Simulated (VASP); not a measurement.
# Na (Fd-3m) in VASP: notebook

Na is run at these levels: PBEsol; tasks: single point.

Everything below comes from runs of VASP 6.6.1. Logs are shortened: lines on timing, memory, paths and dates and some standing lists are left out, and cuts for length are marked.

**1. The cell of the first run**

Symmetry: Fd-3m, No. 227, cubic system. The conventional cell has a = 5.049 Å, b = 5.049 Å, c = 5.049 Å, α = 90.00°, β = 90.00°, γ = 90.00°. Na (site symmetry -43m) has 4 Na at 2.19 Å within 2.9 Å.

**2. Single point, PBEsol**

INCAR reads:

```
SYSTEM = Na
  PREC = Accurate
  ENCUT = 520
  EDIFF = 1E-6
  ISMEAR = -1
  SIGMA = 0.05
  LREAL = .FALSE.
  LASPH = .TRUE.
  NELM = 60
  ALGO = Normal
  ISIF = 2
  LWAVE = .FALSE.
  LCHARG = .FALSE.
  GGA = PS
  NBANDS = 14
```

KPOINTS reads:

```
regular mesh
0
G
  11 11 11
  0 0 0
```

POSCAR reads:

```
Na
1.0
    0.0000000000      2.5243227448      2.5243227448
    2.5243227448      0.0000000000      2.5243227448
    2.5243227448      2.5243227448      0.0000000000
Na
2
Direct
    0.0000000000      0.0000000000      0.0000000000
    0.2500000000      0.2500000000      0.2500000000
```

Potentials or basis: VASP PAW PBE potentials, release 64 (Na_pv).

Started as:

```bash
cat potpaw_PBE.64/Na_pv/POTCAR > POTCAR
mpirun -np 1 vasp_std > vasp.out
```

OUTCAR:

```text
SYSTEM = Na
   PREC = Accurate
   ENCUT = 520
   EDIFF = 1E-6
   ISMEAR = -1
   LREAL = .FALSE.
   LASPH = .TRUE.
   NELM = 60
   ISIF = 2
   GGA = PS

 ion  position               nearest neighbor table
   1  0.000  0.000  0.000-   2 2.19   2 2.19   2 2.19   2 2.19
   2  0.250  0.250  0.250-   1 2.19   1 2.19   1 2.19   1 2.19

  LATTYP: Found a face centered cubic cell.
 ALAT       =     5.0486454896

  Lattice vectors:

 A1 = (   0.0000000000,   2.5243227448,   2.5243227448)
 A2 = (   2.5243227448,   0.0000000000,   2.5243227448)
 A3 = (   2.5243227448,   2.5243227448,   0.0000000000)

Analysis of symmetry for initial positions (statically):
=====================================================================
 Subroutine PRICEL returns:
 Original cell was already a primitive cell.

 Routine SETGRP: Setting up the symmetry group for a
 face centered cubic supercell.

 Subroutine GETGRP returns: Found 48 space group operations
 (whereof 24 operations were pure point group operations)
 out of a pool of 48 trial point group operations.

The static configuration has the point symmetry T_d .
 The point group associated with its full space group is O_h .

Analysis of symmetry for dynamics (positions and initial velocities):
=====================================================================
 Subroutine PRICEL returns:
 Original cell was already a primitive cell.

 Routine SETGRP: Setting up the symmetry group for a
 face centered cubic supercell.

 Subroutine GETGRP returns: Found 48 space group operations
 (whereof 24 operations were pure point group operations)
 out of a pool of 48 trial point group operations.

The dynamic configuration has the point symmetry T_d .
 The point group associated with its full space group is O_h .

 Subroutine INISYM returns: Found 48 space group operations
 (whereof 24 operations are pure point group operations),
 and found     1 'primitive' translations

----------------------------------------------------------------------------------------

                                     Primitive cell

  volume of cell :      32.1710

  direct lattice vectors                    reciprocal lattice vectors
     0.000000000  2.524322745  2.524322745    -0.198072929  0.198072929  0.198072929
     2.524322745  0.000000000  2.524322745     0.198072929 -0.198072929  0.198072929
     2.524322745  2.524322745  0.000000000     0.198072929  0.198072929 -0.198072929

  length of vectors
     3.569931462  3.569931462  3.569931462     0.343072377  0.343072377  0.343072377

  position of ions in fractional coordinates (direct lattice)
     0.000000000  0.000000000  0.000000000
     0.250000000  0.250000000  0.250000000

  ion indices of the primitive-cell ions
   primitive index   ion index
                 1           1
                 2           2

----------------------------------------------------------------------------------------

 KPOINTS: regular mesh

Automatic generation of k-mesh.
 Grid dimensions read from file:
 generate k-points for:   11   11   11

 Generating k-lattice:

  Cartesian coordinates                     Fractional coordinates (reciprocal lattice)
    -0.018006630  0.018006630  0.018006630     0.090909091  0.000000000  0.000000000
     0.018006630 -0.018006630  0.018006630     0.000000000  0.090909091  0.000000000
     0.018006630  0.018006630 -0.018006630     0.000000000  0.000000000  0.090909091

  Length of vectors
     0.031188398  0.031188398  0.031188398

  Shift w.r.t. Gamma in fractional coordinates (k-lattice)
     0.000000000  0.000000000  0.000000000

 Subroutine IBZKPT returns following result:
 ===========================================

 Found     56 irreducible k-points:

 Following reciprocal coordinates:
            Coordinates               Weight
  0.000000  0.000000  0.000000      1.000000
  0.090909  0.000000  0.000000      8.000000
  0.181818  0.000000  0.000000      8.000000
  0.272727  0.000000  0.000000      8.000000
  0.363636  0.000000  0.000000      8.000000
  0.454545  0.000000  0.000000      8.000000
[... 16 lines left out ...]
 -0.272727  0.181818  0.000000     24.000000
 -0.181818  0.181818  0.000000     12.000000
 [... further k-points ...]
   k-points           NKPTS =     56   k-points in BZ     NKDIM =     56   number of bands    NBANDS=     14
   number of dos      NEDOS =    301   number of ions     NIONS =      2
   total plane-waves  NPLWV =  21952
   dimension x,y,z NGX =    28 NGY =   28 NGZ =   28
   dimension x,y,z NGXF=    56 NGYF=   56 NGZF=   56
   ions per type =               2
   NGX,Y,Z   is equivalent  to a cutoff of  13.04, 13.04, 13.04 a.u.
   NGXF,Y,Z  is equivalent  to a cutoff of  26.08, 26.08, 26.08 a.u.
 SYSTEM =  Na
   PREC   = accura    normal or accurate (medium, high low for compatibility)
   ISTART =      0    job   : 0-new  1-cont  2-samecut
   ICHARG =      2    charge: 1-file 2-atom 10-const
   ISPIN  =      1    spin polarized calculation?
   LNONCOLLINEAR =      F non collinear calculations
   LSORBIT =      F    spin-orbit coupling
   LASPH  =      T    aspherical Exc in radial PAW
   ENCUT  =  520.0 eV  38.22 Ry    6.18 a.u.   6.64  6.64  6.64*2*pi/ulx,y,z
   NELM   =     60;   NELMIN=  2; NELMDL= -5     # of ELM steps
   EDIFF  = 0.1E-05   stopping-criterion for ELM
   LREAL  =      F    real-space projection
   EDIFFG = 0.1E-04   stopping-criterion for IOM
   NSW    =      0    number of steps for IOM
   IBRION =     -1    ionic relax: 0-MD 1-quasi-New 2-CG
   NFREE  =      0    steps in history (QN), initial steepest desc. (CG)
   ISIF   =      2    stress and relaxation
   ISYM   =      2    0-nonsym 1-usesym 2-fastsym
   POTIM  = 0.5000    time-step for ionic-motion
   TEBEG  =    0.0;   TEEND  =   0.0 temperature during run
   PSTRESS=    0.0 pullay stress
   NELECT =      14.0000    total number of electrons
   NUPDOWN=      -1.0000    fix difference up-down
   EMIN   =  10.00;   EMAX   =-10.00  energy-range for DOS
   EFERMI =   0.00;   METHOD = LEGACY
   ISMEAR =    -1;   SIGMA  =   0.05  broadening in eV -4-tet -1-fermi 0-gaus
   EFERMI_NEDOS =   21; number of points for ismear=-14 and -15
   IALGO  =     38    algorithm
   IMIX   =      4    mixing-type and parameters
     AMIX     =   0.40;   BMIX     =  1.00
     AMIX_MAG =   1.60;   BMIX_MAG =  1.00
  volume/ion in A,a.u.               =      16.09       108.55
  Fermi-wavevector in a.u.,A,eV,Ry     =   1.240593  2.344381 20.940329  1.539071
  Thomas-Fermi vector in A             =   2.375027
   LORBIT       =      0    0 simple, 1 ext, 2 COOP (PROOUT), +10 PAW based schemes
   GGA     = PS    functional components
   LHFCALC =     F    Hartree Fock is set to
   AEXX    =    0.0000 exact exchange contribution
   IVDW    =     0    specifies the selected vdW correction
   LEPSILON=     F    determine dielectric tensor
   LRPA    =     F    only Hartree local field effects (RPA)
 non-spin polarized calculation
  energy-cutoff  :      520.00
  volume of cell :       32.17
 maximum number of plane-waves:       893
   NGX = 13   NGY = 13   NGZ = 13

 number of electron      13.9999984 magnetization

 Free energy of the ion-electron system (eV)
  ---------------------------------------------------
  ext. energy  EPLUGINS =         0.00000000
  ---------------------------------------------------
  free energy    TOTEN  =         0.55089822 eV

  energy without entropy =        0.55484506  energy(sigma->0) =        0.55287164

 E-fermi :   4.5371     XC(G=0):  -9.2370

 val. band max:        4.5295049168   @ k =  -0.4545   0.4545   0.0000
 cond. band min:       4.5740422259   @ k =  -0.4545   0.4545   0.0000
 fundamental gap:      0.0445373091
 Fermi energy:         4.5370975338

 k-point     1 :       0.0000    0.0000    0.0000
  band No.  band energies     occupation
      1     -22.6213      2.00000
      2     -22.6213      2.00000
      3     -22.6213      2.00000
      4     -21.9339      2.00000
      5     -21.9339      2.00000
      6     -21.9339      2.00000
      7      -1.1130      2.00000
      8      14.0951      0.00000
      9      14.0951      0.00000
     10      14.0951      0.00000
     11      14.3256      0.00000
     12      14.3256      0.00000
     13      14.3256      0.00000
     14      16.7190      0.00000

 k-point     2 :       0.0909    0.0000    0.0000
  band No.  band energies     occupation
      1     -22.6321      2.00000
      2     -22.6321      2.00000
      3     -22.6292      2.00000
      4     -21.9338      2.00000
      5     -21.9237      2.00000
      6     -21.9237      2.00000
      7      -0.9539      2.00000
      8      12.2184      0.00000
      9      13.4590      0.00000
     10      13.4590      0.00000
     11      15.1031      0.00000
     12      15.1031      0.00000
     13      15.1983      0.00000
     14      16.4276      0.00000

 k-point     3 :       0.1818    0.0000    0.0000
  band No.  band energies     occupation
      1     -22.6595      2.00000
      2     -22.6595      2.00000
      3     -22.6520      2.00000
      4     -21.9318      2.00000
      5     -21.8977      2.00000
      6     -21.8977      2.00000
      7      -0.4837      2.00000
      8      10.0295      0.00000
      9      12.8819      0.00000
     10      12.8819      0.00000
     11      15.1896      0.00000
     12      15.4689      0.00000
     13      15.4689      0.00000
     14      16.5129      0.00000
[... 324 lines left out ...]
 k-point    23 :      -0.2727    0.1818    0.0000
  band No.  band energies     occupation
      1     -22.8328      2.00000
      2     -22.7234      2.00000
      3     -22.5935      2.00000
      4     -22.0115      2.00000
      5     -21.8373      2.00000
      6     -21.7651      2.00000
      7       1.4378      2.00000
      8       7.0293      0.00000
      9       8.8789      0.00000
     10      12.0480      0.00000
     11      14.1056      0.00000
     12      15.5732      0.00000
     13      17.0745      0.00000
     14      17.5659      0.00000

 k-point    24 :      -0.1818    0.1818    0.0000
  band No.  band energies     occupation
      1     -22.7818      2.00000
      2     -22.6899      2.00000
      3     -22.6126      2.00000
      4     -21.9845      2.00000
      5     -21.8683      2.00000
      6     -21.8015      2.00000
      7       0.5246      2.00000
      8       8.7829      0.00000
      9       9.2498      0.00000
     10      12.7678      0.00000
     11      14.8705      0.00000
     12      15.5126      0.00000
     13      15.8386      0.00000
     14      17.3413      0.00000

 [... further k-points ...]
[... 5 lines left out ...]
  --------------------------------------------------------------------------------------
  -------------------------------------------------------------------------------------
  Total        6.0517279      6.0517279      6.0517279      0.0000000     -0.0000000     -0.0000000
  in kB      301.3875727    301.3875727    301.3875727      0.0000000     -0.0000000     -0.0000000
  external PRESSURE =     301.3875727 kB  Pullay stress =       0.0000000 kB

 VOLUME and BASIS-vectors are now :
 -----------------------------------------------------------------------------
  energy-cutoff  :      520.00
  volume of cell :       32.17
      direct lattice vectors                 reciprocal lattice vectors
     0.000000000  2.524322745  2.524322745    -0.198072929  0.198072929  0.198072929
     2.524322745  0.000000000  2.524322745     0.198072929 -0.198072929  0.198072929
     2.524322745  2.524322745  0.000000000     0.198072929  0.198072929 -0.198072929

 POSITION                                       TOTAL-FORCE (eV/Angst)
 -----------------------------------------------------------------------------------
      0.00000      0.00000      0.00000         0.000000     -0.000000      0.000000
      1.26216      1.26216      1.26216        -0.000000      0.000000     -0.000000
 -----------------------------------------------------------------------------------
    total drift:                                0.000000      0.000000      0.000000

  FREE ENERGIE OF THE ION-ELECTRON SYSTEM (eV)
  ---------------------------------------------------
  free  energy   TOTEN  =         0.5508982198 eV

  energy  without entropy=        0.5548450586  energy(sigma->0) =        0.55287164
```

It took 15 s on 1 thread of Intel Xeon Platinum 8488C (Sapphire Rapids), shared host; peak memory 0.15 GiB.

What came out:

```yaml
Free_energy: 0.5509 eV
Pressure: 30.1 GPa
Band_gap_on_the_k_mesh: zero (band 7 reaches 4.68 eV, above the bottom of band 8 at 4.15 eV)
```

Caveat: the PAW data sets were made with another functional, which shifts forces and pressure a little.

**3. Single point, PBEsol**

This run uses another cell than the first one, of 18.60 Å³/atom, 1.156 times its volume.

INCAR reads:

```
PREC = Accurate
ENCUT = 520
EDIFF = 1E-7
ISMEAR = -1
SIGMA = 0.05
LREAL = False
LASPH = True
NELM = 100
ALGO = Normal
ISIF = 2
LWAVE = False
LCHARG = True
GGA = PS
LELF = True
LVHAR = True
NBANDS = 14
```

KPOINTS reads:

```
Automatic mesh
0
Gamma
  11 11 11
```

POSCAR reads:

```
Na
1.0
    0.0000000000      2.6495039375      2.6495039375
    2.6495039375      0.0000000000      2.6495039375
    2.6495039375      2.6495039375      0.0000000000
Na
2
Direct
    0.0000000000      0.0000000000      0.0000000000
    0.2500000000      0.2500000000      0.2500000000
```

Potentials or basis: VASP PAW PBE potentials, release 64 (Na_pv).

Started as:

```bash
cat potpaw_PBE.64/Na_pv/POTCAR > POTCAR
mpirun -np 1 vasp_std > vasp.out
```

It took 21 s on 1 thread of Intel Xeon Platinum 8488C (Sapphire Rapids), shared host; peak memory 0.15 GiB.

It converged, with:

```yaml
Free_energy: -0.2237 eV
Pressure: 20.1 GPa
Band_gap_on_the_k_mesh: zero (band 7 reaches 3.80 eV, above the bottom of band 8 at 3.05 eV)
```

Levels at points of the mesh, in eV from the Fermi level:
| k point | band 3 | band 4 | band 5 | band 6 | band 7 | band 8 | band 9 | band 10 | band 11 | band 12 |
| --- | --- | --- | --- | --- | --- | --- | --- | --- | --- | --- |
| (0.00, 0.00, 0.00) | -26.66 | -26.14 | -26.14 | -26.14 | -5.17 | 8.85 | 8.85 | 8.85 | 9.01 | 9.01 |

Caveat: the PAW data sets were made with another functional, which shifts forces and pressure a little.
